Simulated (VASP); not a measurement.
# NaWF2 (P6/mmm) in VASP: further runs

NaWF2 is run at these levels: PBE; tasks: single point, relaxation of cell and atoms.

Program: VASP 6.6.1. These are calculated values, not measurements. Logs are shortened: lines on timing, memory, paths and dates and some standing lists are left out, and cuts for length are marked.

## Step 1: The cell of the first run

The structure is hexagonal, space group P6/mmm (No. 191). Conventional cell: a = 3.587 Å, b = 3.587 Å, c = 6.164 Å, α = 90.00°, β = 90.00°, γ = 120.00°. Within 4.1 Å of Na (site symmetry 6/mmm) lie 2 W at 3.08 Å and 6 Na at 3.59 Å and 12 F at 3.71 Å. W (site symmetry 6/mmm) has 6 F at 2.07 Å within 2.7 Å. F (site symmetry -6m2) has 3 F at 2.07 Å and 3 W at 2.07 Å within 2.7 Å.

The cell was generated, and may not be a known phase.

## Step 2: Single point, PBE

INCAR

```
SYSTEM = NaWF2
ALGO = Normal
EDIFF = 1E-6
ENCUT = 520
GGA = PE
ISIF = 2
ISMEAR = 0
LASPH = .True.
LCHARG = .False.
LREAL = .False.
LWAVE = .False.
NBANDS = 26
NELM = 100
PREC = Accurate
SIGMA = 0.1
```

KPOINTS

```
k-points
0
Gamma
  6 6 4
  0 0 0
```

POSCAR

```
NaWF2
1.0
    3.5870054500      0.0000000000      0.0000000000
   -1.7935027300      3.1064378500      0.0000000000
    0.0000000000      0.0000000000      6.1635861500
Na W F
1 1 2
Direct
    0.0000000000      0.0000000000      0.5000000000
    0.0000000000      0.0000000000      0.0000000000
    0.3333333300      0.6666666700      0.0000000000
    0.6666666700      0.3333333300      0.0000000000
```

Potentials or basis: VASP PAW PBE potentials, release 64 (Na_pv, W_sv, F).

Run with:

```sh
> cat potpaw_PBE.64/Na_pv/POTCAR potpaw_PBE.64/W_sv/POTCAR potpaw_PBE.64/F/POTCAR > POTCAR
> mpirun -np 1 vasp_std > vasp.out
```

OUTCAR:

```text
SYSTEM = NaWF2
   EDIFF = 1E-6
   ENCUT = 520
   GGA = PE
   ISIF = 2
   ISMEAR = 0
   LASPH = .True.
   LREAL = .False.
   NELM = 100
   PREC = Accurate

 ion  position               nearest neighbor table
   1  0.000  0.000  0.500-   2 3.08   2 3.08
   2  0.000  0.000  0.000-   3 2.07   4 2.07   4 2.07   3 2.07   4 2.07   3 2.07   1 3.08   1 3.08

   3  0.333  0.667  0.000-   2 2.07   2 2.07   2 2.07
   4  0.667  0.333  0.000-   2 2.07   2 2.07   2 2.07

  LATTYP: Found a hexagonal cell.
 ALAT       =     3.5870054500
 C/A-ratio  =     1.7183096697

  Lattice vectors:

 A1 = (   3.5870054500,   0.0000000000,   0.0000000000)
 A2 = (  -1.7935027300,   3.1064378500,   0.0000000000)
 A3 = (   0.0000000000,   0.0000000000,   6.1635861500)

Analysis of symmetry for initial positions (statically):
=====================================================================
 Subroutine PRICEL returns:
 Original cell was already a primitive cell.

 Routine SETGRP: Setting up the symmetry group for a
 hexagonal supercell.

 Subroutine GETGRP returns: Found 24 space group operations
 (whereof 24 operations were pure point group operations)
 out of a pool of 24 trial point group operations.

The static configuration has the point symmetry D_6h.

Analysis of symmetry for dynamics (positions and initial velocities):
=====================================================================
 Subroutine PRICEL returns:
 Original cell was already a primitive cell.

 Routine SETGRP: Setting up the symmetry group for a
 hexagonal supercell.

 Subroutine GETGRP returns: Found 24 space group operations
 (whereof 24 operations were pure point group operations)
 out of a pool of 24 trial point group operations.

The dynamic configuration has the point symmetry D_6h.

 Subroutine INISYM returns: Found 24 space group operations
 (whereof 24 operations are pure point group operations),
 and found     1 'primitive' translations

----------------------------------------------------------------------------------------

                                     Primitive cell
[... 83 lines left out ...]
   ISTART =      0    job   : 0-new  1-cont  2-samecut
   ICHARG =      2    charge: 1-file 2-atom 10-const
   ISPIN  =      1    spin polarized calculation?
   LNONCOLLINEAR =      F non collinear calculations
   LSORBIT =      F    spin-orbit coupling
   LASPH  =      T    aspherical Exc in radial PAW
   ENCUT  =  520.0 eV  38.22 Ry    6.18 a.u.   6.67  6.67 11.46*2*pi/ulx,y,z
   NELM   =    100;   NELMIN=  2; NELMDL= -5     # of ELM steps
   EDIFF  = 0.1E-05   stopping-criterion for ELM
   LREAL  =      F    real-space projection
   EDIFFG = 0.1E-04   stopping-criterion for IOM
   NSW    =      0    number of steps for IOM
   IBRION =     -1    ionic relax: 0-MD 1-quasi-New 2-CG
   NFREE  =      0    steps in history (QN), initial steepest desc. (CG)
   ISIF   =      2    stress and relaxation
   ISYM   =      2    0-nonsym 1-usesym 2-fastsym
   POTIM  = 0.5000    time-step for ionic-motion
   TEBEG  =    0.0;   TEEND  =   0.0 temperature during run
   PSTRESS=    0.0 pullay stress
   NELECT =      35.0000    total number of electrons
   NUPDOWN=      -1.0000    fix difference up-down
   EMIN   =  10.00;   EMAX   =-10.00  energy-range for DOS
   EFERMI =   0.00;   METHOD = LEGACY
   ISMEAR =     0;   SIGMA  =   0.10  broadening in eV -4-tet -1-fermi 0-gaus
   EFERMI_NEDOS =   21; number of points for ismear=-14 and -15
   IALGO  =     38    algorithm
   IMIX   =      4    mixing-type and parameters
     AMIX     =   0.40;   BMIX     =  1.00
     AMIX_MAG =   1.60;   BMIX_MAG =  1.00
  volume/ion in A,a.u.               =      17.17       115.87
  Fermi-wavevector in a.u.,A,eV,Ry     =   1.307640  2.471081 23.264898  1.709922
  Thomas-Fermi vector in A             =   2.438361
   LORBIT       =      0    0 simple, 1 ext, 2 COOP (PROOUT), +10 PAW based schemes
   GGA     = PE    functional components
   LHFCALC =     F    Hartree Fock is set to
   AEXX    =    0.0000 exact exchange contribution
   IVDW    =     0    specifies the selected vdW correction
   LEPSILON=     F    determine dielectric tensor
   LRPA    =     F    only Hartree local field effects (RPA)
 non-spin polarized calculation
 Gauss-broadening in eV      SIGMA  =   0.10
  energy-cutoff  :      520.00
  volume of cell :       68.68
 maximum number of plane-waves:      1882
 NGX is ok and might be reduce to    28
   NGX = 13   NGY = 13   NGZ = 23

 number of electron      35.0000017 magnetization

 Free energy of the ion-electron system (eV)
  ---------------------------------------------------
  ext. energy  EPLUGINS =         0.00000000
  ---------------------------------------------------
  free energy    TOTEN  =       -18.46344536 eV

  energy without entropy =      -18.44050884  energy(sigma->0) =      -18.45197710

 E-fermi :   4.3707     XC(G=0):  -9.2089

 val. band max:        4.3599949873   @ k =   0.3333   0.3333   0.0000
 cond. band min:       4.3918789952   @ k =   0.3333   0.1667   0.5000
 fundamental gap:      0.0318840079
 Fermi energy:         4.3707331745

 k-point     1 :       0.0000    0.0000    0.0000
  band No.  band energies     occupation
      1     -70.9380      2.00000
      2     -35.7061      2.00000
      3     -35.7061      2.00000
      4     -34.1619      2.00000
      5     -25.2940      2.00000
      6     -22.4253      2.00000
[... 598 lines left out ...]
     25       9.7660      0.00000
     26      10.6704      0.00000

------------------------ aborting loop because EDIFF is reached ----------------------------------------

  FORCE on cell =-STRESS in cart. coord.  units (eV):
  Direction    XX          YY          ZZ          XY          YZ          ZX
  --------------------------------------------------------------------------------------
  -------------------------------------------------------------------------------------
  Total        9.9059793      9.9059793      0.8827363     -0.0000000      0.0000000      0.0000000
  in kB      231.0892913    231.0892923     20.5927048     -0.0000004      0.0000000      0.0000000
  external PRESSURE =     160.9237628 kB  Pullay stress =       0.0000000 kB

 VOLUME and BASIS-vectors are now :
 -----------------------------------------------------------------------------
  energy-cutoff  :      520.00
  volume of cell :       68.68
      direct lattice vectors                 reciprocal lattice vectors
     3.587005450  0.000000000  0.000000000     0.278784076  0.160956061  0.000000000
    -1.793502730  3.106437850  0.000000000     0.000000000  0.321912122  0.000000000
     0.000000000  0.000000000  6.163586150     0.000000000  0.000000000  0.162243210

 POSITION                                       TOTAL-FORCE (eV/Angst)
 -----------------------------------------------------------------------------------
      0.00000      0.00000      3.08179         0.000000      0.000000      0.000000
      0.00000      0.00000      0.00000         0.000000      0.000000      0.000000
     -0.00000      2.07096      0.00000        -0.000000     -0.000000      0.000000
      1.79350      1.03548      0.00000         0.000000      0.000000      0.000000
 -----------------------------------------------------------------------------------
    total drift:                                0.000000      0.000000     -0.000000

  FREE ENERGIE OF THE ION-ELECTRON SYSTEM (eV)
  ---------------------------------------------------
  free  energy   TOTEN  =       -18.4634453593 eV

  energy  without entropy=      -18.4405088439  energy(sigma->0) =      -18.45197710
```

OSZICAR:

```text
N       E                     dE             d eps       ncg     rms          rms(c)
DAV:   1     0.386184292140E+03    0.38618E+03   -0.18142E+04  1092   0.148E+03
DAV:   2     0.116910592932E+02   -0.37449E+03   -0.35788E+03  1206   0.439E+02
DAV:   3    -0.195936031165E+02   -0.31285E+02   -0.30742E+02  1372   0.126E+02
DAV:   4    -0.202837830100E+02   -0.69018E+00   -0.68816E+00  1172   0.199E+01
DAV:   5    -0.202959706384E+02   -0.12188E-01   -0.12185E-01  1268   0.275E+00    0.214E+01
DAV:   6    -0.188430040195E+02    0.14530E+01   -0.88232E+00  1202   0.193E+01    0.955E+00
DAV:   7    -0.185452739841E+02    0.29773E+00   -0.19079E+00  1176   0.810E+00    0.748E+00
DAV:   8    -0.184637680307E+02    0.81506E-01   -0.30713E-01  1202   0.358E+00    0.411E-01
DAV:   9    -0.184634783930E+02    0.28964E-03   -0.96001E-03  1212   0.710E-01    0.207E-01
DAV:  10    -0.184634413087E+02    0.37084E-04   -0.63321E-04  1198   0.215E-01    0.216E-02
DAV:  11    -0.184634421578E+02   -0.84903E-06   -0.24287E-05  1228   0.383E-02    0.123E-02
DAV:  12    -0.184634450669E+02   -0.29092E-05   -0.32035E-06  1038   0.139E-02    0.554E-03
DAV:  13    -0.184634453593E+02   -0.29237E-06   -0.71870E-07   960   0.676E-03
   1 F= -.18463445E+02 E0= -.18451977E+02  d E =-.229365E-01
```

stdout:

```text
POSCAR found type information on POSCAR NaW F
 POSCAR found :  3 types and       4 ions
 scaLAPACK will be used
 LDA part: xc-table for (Slater+PW92), standard interpolation
 POSCAR, INCAR and KPOINTS ok, starting setup
 FFT: planning ... GRIDC
 FFT: planning ... GRID_SOFT
 FFT: planning ... GRID
 WAVECAR not read
 entering main loop
```

Run time: 50 s. Hardware: 1 thread of Oxide Virtual Turin-like, shared host; peak memory 0.16 GiB.

Results:

```yaml
Free_energy: -18.4634 eV
Pressure: 16.1 GPa
Band_gap_on_the_k_mesh: zero (an odd number of electrons rules out a gap without spin polarisation)
```

Caveat: the stress differs along the axes, from 2 to 23 GPa; spin-orbit coupling is left out, which moves the levels of the heavy elements; an odd number of electrons without spin polarisation forces a metal; a magnetic or distorted state may lie lower.

## Step 3: Single point, PBE

This run uses another cell than the first one, of 19.46 Å³/atom.

INCAR

```
PREC     = Accurate       # precision mode
ENCUT    = 520            # plane-wave cutoff, eV
EDIFF    = 1E-6           # SCF threshold, eV
ISMEAR   = 0              # smearing method
SIGMA    = 0.1            # smearing width, eV
LREAL    = F              # projectors in reciprocal space
LASPH    = T              # aspherical terms in the spheres
NELM     = 100            # most SCF steps
ALGO     = Normal         # electronic algorithm
ISIF     = 2              # what is computed and relaxed
LWAVE    = F              # write WAVECAR
LCHARG   = F              # write CHGCAR
GGA      = PE             # functional
NBANDS   = 26             # bands
```

KPOINTS

```
regular mesh
0
Gamma
  6 6 4
```

POSCAR

```
NaWF2
1.0
    3.8038084623      0.0000000031      0.0000000000
   -1.9019042338      3.2941947579      0.0000000000
    0.0000000000      0.0000000000      6.2113099254
Na W F
1 1 2
Direct
    0.0000000000      0.0000000000      0.5000000000
    0.0000000000      0.0000000000      0.0000000000
    0.3333333333      0.6666666667      0.0000000000
    0.6666666667      0.3333333333      0.0000000000
```

Potentials or basis: VASP PAW PBE potentials, release 64 (Na_pv, W_sv, F).

Run with:

```sh
> cat potpaw_PBE.64/Na_pv/POTCAR potpaw_PBE.64/W_sv/POTCAR potpaw_PBE.64/F/POTCAR > POTCAR
> mpirun -np 1 vasp_std > vasp.out
```

Wall time 46 s (1 thread of Oxide Virtual Turin-like, shared host); peak memory 0.17 GiB.

It converged, with:

```
Free energy            : -19.0298 eV
Pressure               : 0.4 GPa
Band gap on the k mesh : zero (an odd number of electrons rules out a gap without spin polarisation)
```

Stress tensor (GPa, compression positive):
```
 0.60  0.00  0.00
 0.00  0.60  0.00
 0.00  0.00 -0.03
```

Levels at points of the mesh, in eV from the Fermi level:
```tsv
k point	band 14	band 15	band 16	band 17	band 18	band 19	band 20	band 21	band 22	band 23
(0.00, 0.00, 0.00)	-6.89	-6.69	-3.04	-0.14	-0.14	1.36	1.91	2.84	2.84	2.99
(0.50, 0.00, 0.00)	-7.47	-7.34	-1.22	-0.49	-0.01	0.31	1.41	1.69	3.58	3.63
(0.00, 0.00, 0.50)	-6.89	-6.69	-1.83	-1.39	-0.14	-0.14	2.05	2.84	2.84	6.64
(0.50, 0.00, 0.50)	-7.47	-7.35	-0.77	-0.50	0.01	0.09	1.54	1.69	2.69	4.09
```

Caveat: spin-orbit coupling is left out, which moves the levels of the heavy elements; an odd number of electrons without spin polarisation forces a metal; a magnetic or distorted state may lie lower.

## Step 4: Relaxation of cell and atoms, PBE

INCAR

```
SYSTEM = NaWF2
PREC = Accurate
ENCUT = 600
EDIFF = 1E-6
ISMEAR = 0
SIGMA = 0.1
LREAL = .FALSE.
LASPH = .TRUE.
NELM = 100
ALGO = Normal
ISIF = 3
LWAVE = .FALSE.
LCHARG = .FALSE.
GGA = PE
IBRION = 2
NSW = 90
EDIFFG = -0.04
```

KPOINTS

```
Automatic mesh
0
G
  6 6 4
  0 0 0
```

POSCAR

```
NaWF2
1.0
    3.5870054500      0.0000000000      0.0000000000
   -1.7935027300      3.1064378500      0.0000000000
    0.0000000000      0.0000000000      6.1635861500
Na W F
1 1 2
Direct
    0.0000000000      0.0000000000      0.5000000000
    0.0000000000      0.0000000000      0.0000000000
    0.3333333300      0.6666666700      0.0000000000
    0.6666666700      0.3333333300      0.0000000000
```

Run with:

```sh
> cat potpaw_PBE.64/Na_pv/POTCAR potpaw_PBE.64/W_sv/POTCAR potpaw_PBE.64/F/POTCAR > POTCAR
> mpirun -np 1 vasp_std > vasp.out
```

It took 2.6 min on 1 thread of Oxide Virtual Turin-like, shared host; peak memory 0.2 GiB.

It converged, with:

```
Free energy                           : -19.0230 eV
Relaxed volume                        : 19.54 Å³/atom
Relaxed cell                          : a = 3.816 Å, b = 3.816 Å, c = 6.198 Å, α = 90.00°, β = 90.00°, γ = 120.00°
Space group after relaxing (to 0.1 Å) : P6/mmm (No. 191)
Energy gained by relaxing             : 138.6 meV/atom
Ionic steps                           : 3
Pressure after relaxing               : -0.1 GPa
Band gap on the k mesh                : zero (an odd number of electrons rules out a gap without spin polarisation)
```

Stress tensor (GPa, compression positive):
```
-0.12  0.00  0.00
 0.00 -0.12  0.00
 0.00  0.00  0.00
```

The path:
```
step  energy change (eV)  largest force (eV/Å)  pressure (GPa)  volume (Å³)
   1              0.0000                0.0000           16.04        68.68
   2             -0.2700                0.0000           -6.67        86.92
   3             -0.5543                0.0000           -0.08        78.15
```

Final structure:
```
Na W F
1.0
     3.81554    0.00000    0.00000
    -1.90777    3.30435    0.00000
     0.00000    0.00000    6.19823
Na W F
1 1 2
Direct
  0.00000 0.00000 0.50000
  0.00000 0.00000 0.00000
  0.33333 0.66667 0.00000
  0.66667 0.33333 0.00000
```

Levels at points of the mesh, in eV from the Fermi level:
```tsv
k point	band 14	band 15	band 16	band 17	band 18	band 19	band 20	band 21
(0.00, 0.00, 0.00)	-6.84	-6.64	-3.02	-0.13	-0.13	1.36	1.94	2.97
(0.50, 0.00, 0.00)	-7.42	-7.28	-1.22	-0.48	-0.01	0.31	1.42	1.66
(0.00, 0.00, 0.50)	-6.84	-6.64	-1.81	-1.36	-0.13	-0.13	2.00	2.80
(0.50, 0.00, 0.50)	-7.42	-7.29	-0.76	-0.49	0.00	0.09	1.54	1.66
```

Caveat: spin-orbit coupling is left out, which moves the levels of the heavy elements; an odd number of electrons without spin polarisation forces a metal; a magnetic or distorted state may lie lower.

## Step 5: Single point, PBE

This run uses another cell than the first one, of 19.54 Å³/atom.

INCAR

```
SYSTEM = NaWF2
PREC = Accurate
ENCUT = 520
EDIFF = 1E-6
ISMEAR = 0
SIGMA = 0.1
LREAL = .FALSE.
LASPH = .TRUE.
NELM = 60
ALGO = Fast
ISIF = 2
LWAVE = .FALSE.
LCHARG = .TRUE.
GGA = PE
LELF = .TRUE.
LVHAR = .TRUE.
NBANDS = 26
```

KPOINTS

```
regular mesh
0
G
  15 15 8
  0 0 0
```

POSCAR

```
NaWF2
1.0
    3.8025468606      0.0000000000      0.0000000000
   -1.9012734303      3.2931021804      0.0000000000
    0.0000000000      0.0000000000      6.2405152844
Na W F
1 1 2
Direct
    0.0000000000      0.0000000000      0.5000000000
    0.0000000000      0.0000000000      0.0000000000
    0.3333333333      0.6666666667      0.0000000000
    0.6666666667      0.3333333333      0.0000000000
```

Run with:

```sh
> cat potpaw_PBE.64/Na_pv/POTCAR potpaw_PBE.64/W_sv/POTCAR potpaw_PBE.64/F/POTCAR > POTCAR
> mpirun -np 1 vasp_std > vasp.out
```

It took 5.6 min on 1 thread of Oxide Virtual Turin-like, shared host; peak memory 0.34 GiB.

It converged, with:

| Property | Result |
| --- | --- |
| Free energy | -19.0343 eV |
| Pressure | 0.3 GPa |
| Band gap on the k mesh | zero (an odd number of electrons rules out a gap without spin polarisation) |

Stress tensor (GPa, compression positive):
```
 0.54  0.00  0.00
 0.00  0.54  0.00
 0.00  0.00 -0.12
```

Levels at points of the mesh, in eV from the Fermi level:
| k point | band 15 | band 16 | band 17 | band 18 | band 19 | band 20 |
| --- | --- | --- | --- | --- | --- | --- |
| (0.00, 0.00, 0.00) | -6.69 | -3.01 | -0.14 | -0.14 | 1.36 | 1.89 |
| (0.00, 0.00, 0.50) | -6.69 | -1.82 | -1.37 | -0.14 | -0.14 | 2.05 |

Caveat: spin-orbit coupling is left out, which moves the levels of the heavy elements; an odd number of electrons without spin polarisation forces a metal; a magnetic or distorted state may lie lower.

## Step 6: Overview

| task | cell | k mesh | cutoff (eV) | gap on the mesh (eV) | pressure (GPa) |
| --- | --- | --- | --- | --- | --- |
| single point | a = 3.587, b = 3.587, c = 6.164 Å, angles 90.0, 90.0, 120.0°, 4 atoms | 6 × 6 × 4 | 520 | none | 16.1 |
| single point | a = 3.804, b = 3.804, c = 6.211 Å, angles 90.0, 90.0, 120.0°, 4 atoms | 6 × 6 × 4 | 520 | none | 0.4 |
| relaxation of cell and atoms | relaxed from a = 3.587, b = 3.587, c = 6.164 Å, angles 90.0, 90.0, 120.0°, 4 atoms | 6 × 6 × 4 | 600 | none | -0.1 |
| single point | a = 3.803, b = 3.803, c = 6.241 Å, angles 90.0, 90.0, 120.0°, 4 atoms | 15 × 15 × 8 | 520 | none | 0.3 |

Alike in all rows: level PBE; potentials or basis VASP PAW PBE potentials, release 64 (Na_pv, W_sv, F); no spin polarisation; smearing gaussian 0.1 eV.

Caveats: spin-orbit coupling is left out, which moves the levels of the heavy elements; an odd number of electrons without spin polarisation forces a metal; a magnetic or distorted state may lie lower; the stress differs along the axes, from 2 to 23 GPa (at least some runs).

Absolute energies hang on the potentials; compare differences alone.

The gap in the log of VASP goes by the Fermi energy; the results here count the filled bands.